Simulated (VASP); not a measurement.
Set up this calculation in VASP 6.6.1, as the native input.

```yaml
Task: relaxation of cell and atoms
Functional: PBE
Potentials_or_basis: VASP PAW PBE potentials, release 64 (Nd_3, Al, Se), 4f in core
Cutoff: 500 eV
k_mesh: 12 × 12 × 6
Occupations: gaussian, width 0.1 eV
Spin: no spin polarisation
Dipole_correction: no
Further_INCAR_settings: ALGO = Normal; EDIFF = 1e-07; IBRION = 2; EDIFFG = -0.01; NSW = 100; ISIF = 3
```

The structure of Nd2AlSe3 lies in POSCAR:

```
Nd2AlSe3
1.0
    5.2412248949      0.0000000000      0.0000000000
   -2.6206124475      4.5390339060      0.0000000000
    0.0000000000      0.0000000000      6.0192417988
Nd Al Se
2 1 3
Direct
    0.3333333333      0.6666666667      0.2933027410
    0.6666666667      0.3333333333      0.7066972590
    0.0000000000      0.0000000000      0.0000000000
    0.3333333333      0.6666666667      0.7917442038
    0.6666666667      0.3333333333      0.2082557962
    0.0000000000      0.0000000000      0.5000000000
```

The cell was generated, and may not be a known phase.

The input as run:

INCAR

```
SYSTEM = Nd2AlSe3
PREC = Accurate
ENCUT = 500
EDIFF = 1E-7
ISMEAR = 0
SIGMA = 0.1
LREAL = .FALSE.
LASPH = .TRUE.
NELM = 200
ALGO = Normal
ISIF = 3
LWAVE = .FALSE.
LCHARG = .FALSE.
GGA = PE
IBRION = 2
NSW = 100
EDIFFG = -0.01
GGA_COMPAT = .FALSE.
NELMIN = 4
LMAXMIX = 6
```

KPOINTS

```
regular mesh
0
G
  12 12 6
  0 0 0
```

Potentials or basis: VASP PAW PBE potentials, release 64 (Nd_3, Al, Se), 4f in core.

Command:

```bash
$ cat potpaw_PBE.64/Nd_3/POTCAR potpaw_PBE.64/Al/POTCAR potpaw_PBE.64/Se/POTCAR > POTCAR
$ mpirun -np 1 vasp_std > vasp.out
```

It gave:

```json
{"Relaxed volume": "23.94 Å³/atom", "Relaxed cell": "a = 5.269 Å, b = 5.269 Å, c = 5.974 Å, α = 90.00°, β = 90.00°, γ = 120.00°", "Space group after relaxing (to 0.1 Å)": "P-3m1 (No. 164)", "Energy gained by relaxing": "0.7 meV/atom", "Ionic steps": "9", "Pressure after relaxing": "0.0 GPa", "Largest force after relaxing": "0.004 eV/Å", "Band gap on the k mesh": "zero (an odd number of electrons rules out a gap without spin polarisation)"}
```

Caveat: spin-orbit coupling is left out, which moves the levels of the heavy elements; the 4f electrons are frozen in the core, so they carry no moment and show no levels; the run has no spin polarisation, though such a crystal can be magnetic.

It took 17 min on 1 thread of Intel(R) Xeon(R) 6975P-C (Granite Rapids), on a shared host, peak memory 0.52 GiB.
